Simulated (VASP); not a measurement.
# Na2S (Fm-3m) in VASP: G0W0 quasiparticle levels with LDA

Aim: the G0W0 quasiparticle levels of Na2S with LDA.

Everything below comes from runs of VASP 6.6.1. Logs are shortened: lines on timing, memory, paths and dates and some standing lists are left out, and cuts for length are marked.

### Step 1. The cell of the first run

Symmetry: Fm-3m, No. 225, cubic system. Conventional cell: a = 6.511 Å, b = 6.511 Å, c = 6.511 Å, α = 90.00°, β = 90.00°, γ = 90.00°. Within 3.7 Å of Na (site symmetry -43m) lie 4 S at 2.82 Å and 6 Na at 3.26 Å. S (site symmetry m-3m) has 8 Na at 2.82 Å within 3.7 Å.

### Step 2. G0W0 quasiparticle levels, LDA

File POSCAR:

```
Na2S
1.0
    0.0000000000      3.2554286337      3.2554286337
    3.2554286337      0.0000000000      3.2554286337
    3.2554286337      3.2554286337      0.0000000000
Na S
2 1
Direct
    0.2500000000      0.2500000000      0.2500000000
    0.7500000000      0.7500000000      0.7500000000
    0.0000000000      0.0000000000      0.0000000000
```

File INCAR.step1:

```
SYSTEM = Na2S
  PREC = Accurate
  ENCUT = 500
  EDIFF = 1E-8
  ISMEAR = 0
  SIGMA = 0.01
  LREAL = .False.
  LASPH = .True.
  NELM = 80
  ALGO = Normal
  LWAVE = .True.
  LCHARG = .False.
  GGA = CA
```

File INCAR.step2:

```
SYSTEM = Na2S
  PREC = Accurate
  ENCUT = 500
  EDIFF = 1E-8
  ISMEAR = 0
  SIGMA = 0.01
  LREAL = .False.
  LASPH = .True.
  NELM = 1
  ALGO = Exact
  LWAVE = .True.
  LCHARG = .False.
  GGA = CA
  NBANDS = 271
  LOPTICS = .True.
  ISTART = 1
```

File INCAR.step3:

```
SYSTEM = Na2S
  PREC = Accurate
  ENCUT = 500
  EDIFF = 1E-8
  ISMEAR = 0
  SIGMA = 0.01
  LREAL = .False.
  LASPH = .True.
  ALGO = EVGW0
  LWAVE = .False.
  LCHARG = .False.
  GGA = CA
  NELMGW = 1
  NBANDS = 271
  ENCUTGW = 140.0
  NOMEGA = 96
  PRECFOCK = Fast
  ISTART = 1
  NBANDSGW = 20
  OMEGAMAX = 20
```

File KPOINTS:

```
Automatic mesh
0
Gamma
  4 4 4
  0 0 0
```

Potentials or basis: VASP PAW LDA potentials, release 64 (Na_sv_GW, S_GW).

The run is started by

```sh
$ cat potpaw_LDA.64/Na_sv_GW/POTCAR potpaw_LDA.64/S_GW/POTCAR > POTCAR
$ cp INCAR.step1 INCAR
$ mpirun -np 1 vasp_std > vasp.out
$ cp INCAR.step2 INCAR
$ mpirun -np 1 vasp_std > vasp.out
$ cp INCAR.step3 INCAR
$ mpirun -np 1 vasp_std > vasp.out
```

OUTCAR:

```text
SYSTEM = Na2S
   PREC = Accurate
   ENCUT = 500
   EDIFF = 1E-8
   ISMEAR = 0
   LREAL = .False.
   LASPH = .True.
   GGA = CA
   NELMGW = 1
   ENCUTGW = 140.0
   PRECFOCK = Fast
   ISTART = 1

 ion  position               nearest neighbor table
   1  0.250  0.250  0.250-
   2  0.750  0.750  0.750-
   3  0.000  0.000  0.000-

  LATTYP: Found a face centered cubic cell.
 ALAT       =     6.5108572674

  Lattice vectors:

 A1 = (   0.0000000000,   3.2554286337,   3.2554286337)
 A2 = (   3.2554286337,   0.0000000000,   3.2554286337)
 A3 = (   3.2554286337,   3.2554286337,   0.0000000000)

Analysis of symmetry for initial positions (statically):
=====================================================================
 Subroutine PRICEL returns:
 Original cell was already a primitive cell.

 Routine SETGRP: Setting up the symmetry group for a
 face centered cubic supercell.

 Subroutine GETGRP returns: Found 48 space group operations
 (whereof 48 operations were pure point group operations)
 out of a pool of 48 trial point group operations.

The static configuration has the point symmetry O_h .

Analysis of symmetry for dynamics (positions and initial velocities):
=====================================================================
 Subroutine PRICEL returns:
 Original cell was already a primitive cell.

 Routine SETGRP: Setting up the symmetry group for a
 face centered cubic supercell.

 Subroutine GETGRP returns: Found 48 space group operations
 (whereof 48 operations were pure point group operations)
 out of a pool of 48 trial point group operations.

The dynamic configuration has the point symmetry O_h .

 Subroutine INISYM returns: Found 48 space group operations
 (whereof 48 operations are pure point group operations),
 and found     1 'primitive' translations

----------------------------------------------------------------------------------------

                                     Primitive cell

  volume of cell :      69.0009

  direct lattice vectors                    reciprocal lattice vectors
     0.000000000  3.255428634  3.255428634    -0.153589606  0.153589606  0.153589606
     3.255428634  0.000000000  3.255428634     0.153589606 -0.153589606  0.153589606
     3.255428634  3.255428634  0.000000000     0.153589606  0.153589606 -0.153589606

  length of vectors
     4.603871325  4.603871325  4.603871325     0.266025000  0.266025000  0.266025000

  position of ions in fractional coordinates (direct lattice)
     0.250000000  0.250000000  0.250000000
     0.750000000  0.750000000  0.750000000
     0.000000000  0.000000000  0.000000000

  ion indices of the primitive-cell ions
   primitive index   ion index
                 1           1
                 2           2
                 3           3

----------------------------------------------------------------------------------------

 KPOINTS: Automatic mesh

Automatic generation of k-mesh.
 Grid dimensions read from file:
 generate k-points for:    4    4    4

 Generating k-lattice:

  Cartesian coordinates                     Fractional coordinates (reciprocal lattice)
    -0.038397401  0.038397401  0.038397401     0.250000000  0.000000000  0.000000000
     0.038397401 -0.038397401  0.038397401     0.000000000  0.250000000  0.000000000
     0.038397401  0.038397401 -0.038397401     0.000000000  0.000000000  0.250000000

  Length of vectors
     0.066506250  0.066506250  0.066506250

  Shift w.r.t. Gamma in fractional coordinates (k-lattice)
     0.000000000  0.000000000  0.000000000

 Subroutine IBZKPT returns following result:
 ===========================================

 Found      8 irreducible k-points:

 Following reciprocal coordinates:
            Coordinates               Weight
  0.000000  0.000000  0.000000      1.000000
  0.250000  0.000000  0.000000      8.000000
  0.500000  0.000000  0.000000      4.000000
  0.250000  0.250000  0.000000      6.000000
  0.500000  0.250000  0.000000     24.000000
 -0.250000  0.250000  0.000000     12.000000
  0.500000  0.500000  0.000000      3.000000
 -0.250000  0.500000  0.250000      6.000000
   k-points           NKPTS =      8   k-points in BZ     NKDIM =     64   number of bands    NBANDS=    271
   number of dos      NEDOS =    301   number of ions     NIONS =      3
   total plane-waves  NPLWV =  46656
   dimension x,y,z NGX =    36 NGY =   36 NGZ =   36
   dimension x,y,z NGXF=    72 NGYF=   72 NGZF=   72
   ions per type =               2   1
   NGX,Y,Z   is equivalent  to a cutoff of  13.00, 13.00, 13.00 a.u.
   NGXF,Y,Z  is equivalent  to a cutoff of  26.00, 26.00, 26.00 a.u.
 SYSTEM =  Na2S
   PREC   = accura    normal or accurate (medium, high low for compatibility)
   ISTART =      1    job   : 0-new  1-cont  2-samecut
   ICHARG =      0    charge: 1-file 2-atom 10-const
   ISPIN  =      1    spin polarized calculation?
   LNONCOLLINEAR =      F non collinear calculations
   LSORBIT =      F    spin-orbit coupling
   LASPH  =      T    aspherical Exc in radial PAW
   ENCUT  =  500.0 eV  36.75 Ry    6.06 a.u.   8.39  8.39  8.39*2*pi/ulx,y,z
   NELM   =     60;   NELMIN=  2; NELMDL=  0     # of ELM steps
   EDIFF  = 0.1E-07   stopping-criterion for ELM
   LREAL  =      F    real-space projection
   EDIFFG = 0.1E-06   stopping-criterion for IOM
   NSW    =      0    number of steps for IOM
   IBRION =     -1    ionic relax: 0-MD 1-quasi-New 2-CG
   NFREE  =      0    steps in history (QN), initial steepest desc. (CG)
   ISIF   =      0    stress and relaxation
   ISYM   =      3    0-nonsym 1-usesym 2-fastsym
   POTIM  = 0.5000    time-step for ionic-motion
   TEBEG  =    0.0;   TEEND  =   0.0 temperature during run
   PSTRESS=    0.0 pullay stress
   NELECT =      24.0000    total number of electrons
   NUPDOWN=      -1.0000    fix difference up-down
   EMIN   =  10.00;   EMAX   =-10.00  energy-range for DOS
   EFERMI =   0.00;   METHOD = LEGACY
   ISMEAR =     0;   SIGMA  =   0.01  broadening in eV -4-tet -1-fermi 0-gaus
   EFERMI_NEDOS =   21; number of points for ismear=-14 and -15
   IALGO  =     38    algorithm
   IMIX   =      4    mixing-type and parameters
     AMIX     =   0.40;   BMIX     =  1.00
     AMIX_MAG =   1.60;   BMIX_MAG =  1.00
  volume/ion in A,a.u.               =      23.00       155.21
  Fermi-wavevector in a.u.,A,eV,Ry     =   1.151314  2.175668 18.034844  1.325524
  Thomas-Fermi vector in A             =   2.287972
   LORBIT       =      0    0 simple, 1 ext, 2 COOP (PROOUT), +10 PAW based schemes
   GGA     = CA    functional components
   LHFCALC =     T    Hartree Fock is set to
   PRECFOCK=fast      Normal, Fast or Accurate (Low or Medium for compatibility)
   ENCUT4O =  -1.0   cutoff for four orbital integrals eV
   NKREDX  =     1    reduce k-point grid by
   NKREDY  =     1    reduce k-point grid by
   NKREDZ  =     1    reduce k-point grid by
   AEXX    =    1.0000 exact exchange contribution
   HFSCREEN=    0.0000 screening length (either q_TF or 0.3 A-1)
   HFSCREENC=   0.0000 screening length for correlation (either q_TF or 0.3 A-1)
   ENCUTFOCK=  -1.0 apply spherical cutoff to Coloumb kernel
   IVDW    =     0    specifies the selected vdW correction
   LEPSILON=     F    determine dielectric tensor
   LRPA    =     F    only Hartree local field effects (RPA)
   LRPAFORCE           =     F    calculate RPA forces
   ENCUTGW             = 140.0    cutoff for response function in eV
   ENCUTGWSOFT         = 112.0    soft cutoff for Coulomb kernel in GW response function in eV
   ENCUTLF             =  -1.0    cutoff for local field effects
   NELMGW              =     1    number of iterations in solving QP/BSE equation
   NELMHF              =     1    number of iterations in the inner HF iteration
   NKREDLFX            =     1    NKREDLFY  =   1   NKREDLFZ  =   1
 non-spin polarized calculation
 Gauss-broadening in eV      SIGMA  =   0.01
  energy-cutoff  :      500.00
  volume of cell :       69.00
 maximum number of plane-waves:      1807
 NGX is ok and might be reduce to    36
  NGX = 18; NGY = 18; NGZ = 18
   NGX = 17   NGY = 17   NGZ = 17
 maximum number of plane-waves:       268
 NGX is ok and might be reduce to    18

 QP shifts <psi_nk| G(iteration)W_0 |psi_nk>: iteration 1
 for sc-GW calculations column KS-energies equals QP-energies in previous step
 and V_xc(KS)=  KS-energies - (<T + V_ion + V_H > + <T+V_H+V_ion>^1  + <V_x>^1)

 k-point   1 :       0.0000    0.0000    0.0000
  band No.  KS-energies  QP-energies   sigma(KS)   V_xc(KS)     V^pw_x(r,r')   Z            occupation Imag(sigma)

      1     -49.5622     -57.9023     -40.2889     -28.4296     -48.8445       0.7032       2.0000       0.2810
      2     -49.5485     -58.0011     -40.3168     -28.4538     -48.8736       0.7125       2.0000       0.2799
      3     -22.1695     -26.8996     -34.5903     -28.1133     -41.1110       0.7303       2.0000       0.0771
      4     -22.1695     -26.8996     -34.5903     -28.1133     -41.1110       0.7303       2.0000       0.0771
      5     -22.1695     -26.8996     -34.5903     -28.1133     -41.1110       0.7303       2.0000       0.0771
      6     -22.1105     -26.8808     -34.7394     -28.2462     -41.2669       0.7346       2.0000       0.0763
[... 12 lines left out ...]
     19      11.0548      11.5961      -6.1210      -6.8283      -1.7855       0.7653       0.0000      -0.4249
     20      11.0548      11.5961      -6.1210      -6.8283      -1.7855       0.7653       0.0000      -0.4249

 k-point   2 :       0.2500    0.0000    0.0000
  band No.  KS-energies  QP-energies   sigma(KS)   V_xc(KS)     V^pw_x(r,r')   Z            occupation Imag(sigma)

      1     -49.5600     -57.9155     -40.2929     -28.4334     -48.8486       0.7045       2.0000       0.2808
      2     -49.5504     -57.9989     -40.3125     -28.4505     -48.8692       0.7122       2.0000       0.2800
      3     -22.1637     -26.9014     -34.6040     -28.1209     -41.1250       0.7308       2.0000       0.0787
      4     -22.1612     -26.9023     -34.6098     -28.1308     -41.1315       0.7318       2.0000       0.0770
      5     -22.1612     -26.9023     -34.6098     -28.1308     -41.1315       0.7318       2.0000       0.0770
      6     -22.1226     -26.8786     -34.7044     -28.2100     -41.2303       0.7323       2.0000       0.0841
[... 12 lines left out ...]
     19      10.1770      10.8231      -6.3816      -7.2183      -2.1344       0.7722       0.0000      -0.3331
     20      13.4330      14.0987      -6.6366      -7.4873      -1.9684       0.7824       0.0000      -0.6233

 k-point   3 :       0.5000    0.0000    0.0000
  band No.  KS-energies  QP-energies   sigma(KS)   V_xc(KS)     V^pw_x(r,r')   Z            occupation Imag(sigma)

      1     -49.5552     -57.9469     -40.3021     -28.4421     -48.8584       0.7076       2.0000       0.2804
      2     -49.5552     -57.9469     -40.3021     -28.4421     -48.8584       0.7076       2.0000       0.2804
      3     -22.1493     -26.8997     -34.6288     -28.1401     -41.1514       0.7321       2.0000       0.0950
      4     -22.1415     -26.8883     -34.6580     -28.1732     -41.1817       0.7320       2.0000       0.0768
      5     -22.1415     -26.8883     -34.6580     -28.1732     -41.1817       0.7320       2.0000       0.0768
      6     -22.1415     -26.8883     -34.6580     -28.1732     -41.1817       0.7320       2.0000       0.0768
[... 12 lines left out ...]
     19      11.3005      12.2533      -8.2141      -9.4887      -3.8258       0.7476       0.0000      -0.2496
     20      11.6895      12.4415      -7.5308      -8.5483      -2.8246       0.7391       0.0000      -0.3943
[... 73 lines left out ...]
 k-point   7 :       0.5000    0.5000    0.0000
  band No.  KS-energies  QP-energies   sigma(KS)   V_xc(KS)     V^pw_x(r,r')   Z            occupation Imag(sigma)

      1     -49.5573     -57.9229     -40.2969     -28.4383     -48.8527       0.7054       2.0000       0.2806
      2     -49.5528     -57.9878     -40.3056     -28.4463     -48.8623       0.7112       2.0000       0.2801
      3     -22.1976     -26.9125     -34.4966     -28.0183     -41.0109       0.7278       2.0000       0.1025
      4     -22.1814     -26.8952     -34.5547     -28.0761     -41.0731       0.7276       2.0000       0.0783
      5     -22.1814     -26.8952     -34.5547     -28.0761     -41.0731       0.7276       2.0000       0.0783
      6     -22.1021     -26.8817     -34.7596     -28.2671     -41.2893       0.7362       2.0000       0.0758
[... 12 lines left out ...]
     19      11.9704      12.8799      -8.2553      -9.4632      -3.7768       0.7529       0.0000      -0.3232
     20      12.0987      13.2208      -9.2012     -10.6836      -4.5643       0.7570       0.0000      -0.3161

 k-point   8 :      -0.2500    0.5000    0.2500
  band No.  KS-energies  QP-energies   sigma(KS)   V_xc(KS)     V^pw_x(r,r')   Z            occupation Imag(sigma)

      1     -49.5551     -57.9559     -40.3016     -28.4422     -48.8579       0.7084       2.0000       0.2804
      2     -49.5551     -57.9559     -40.3016     -28.4422     -48.8579       0.7084       2.0000       0.2804
      3     -22.1925     -26.9085     -34.5132     -28.0351     -41.0296       0.7280       2.0000       0.1014
      4     -22.1868     -26.8972     -34.5378     -28.0591     -41.0541       0.7271       2.0000       0.0792
      5     -22.1421     -26.8865     -34.6564     -28.1708     -41.1803       0.7315       2.0000       0.0771
      6     -22.1421     -26.8865     -34.6564     -28.1708     -41.1803       0.7315       2.0000       0.0771
[... 12 lines left out ...]
     19      11.8992      12.8394      -8.0256      -9.2588      -3.5178       0.7624       0.0000      -0.3667
     20      12.1040      13.2259      -9.1936     -10.6780      -4.5568       0.7558       0.0000      -0.3133
```

Run time: 6.5 min. Hardware: 1 thread of Intel Xeon 6975P-C (Granite Rapids), shared host; peak memory 0.96 GiB.

What came out:

```yaml
Quasiparticle_gap: 4.09 eV
Least_direct_quasiparticle_gap: 4.09 eV
Band_gap_of_the_starting_levels_on_the_mesh: 2.30 eV
Least_direct_gap_of_the_starting_levels_on_the_mesh: 2.30 eV
```

Caveat: the k points lie up to 0.42 Å⁻¹ apart; bands, screening cutoff and mesh are small and nothing is extrapolated, so the quasiparticle values aren't converged.
